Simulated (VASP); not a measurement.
Wanted: the native input for a VASP 6.6.1 run.

- Task: single point
- Functional: PBEsol
- Potentials or basis: VASP PAW PBE potentials, release 64 (Zr_sv, S)
- Cutoff: 520 eV
- k mesh: 2 × 2 × 2
- Occupations: gaussian, width 0.1 eV
- Spin: no spin polarisation
- Dipole correction: no
- Further INCAR settings: ALGO = Normal; EDIFF = 1e-06; NBANDS = 16

The structure of ZrS lies in POSCAR:

```
ZrS
1.0
    0.0000000000      2.5814302840      2.5814302840
    2.5814302840      0.0000000000      2.5814302840
    2.5814302840      2.5814302840      0.0000000000
Zr S
1 1
Direct
    0.0000000000      0.0000000000      0.0000000000
    0.5000000000      0.5000000000      0.5000000000
```

The input as run:

INCAR

```
SYSTEM = ZrS
ALGO = Normal ; EDIFF = 1E-6
ENCUT = 520 ; GGA = PS
ISIF = 2 ; ISMEAR = 0
LASPH = .TRUE. ; LCHARG = .FALSE.
LREAL = .FALSE. ; LWAVE = .FALSE.
NBANDS = 16 ; NELM = 100
PREC = Accurate ; SIGMA = 0.1
```

KPOINTS

```
k-points
0
G
  2 2 2
  0 0 0
```

Potentials or basis: VASP PAW PBE potentials, release 64 (Zr_sv, S).

Launch:

```bash
$ cat potpaw_PBE.64/Zr_sv/POTCAR potpaw_PBE.64/S/POTCAR > POTCAR
$ mpirun -np 1 vasp_std > vasp.out
```

Results of the run:

* Pressure: 0.2 GPa
* Band gap on the k mesh: zero (band 9 reaches 12.77 eV, above the bottom of band 10 at 9.74 eV)

Caveat: the k points lie up to 1.05 Å⁻¹ apart; the PAW data sets were made with another functional, which shifts forces and pressure a little.

Run time: 3.5 s on 1 thread of AMD EPYC 7R43 64-Core Processor (Zen 3), with other jobs on the host, peak memory 0.11 GiB.
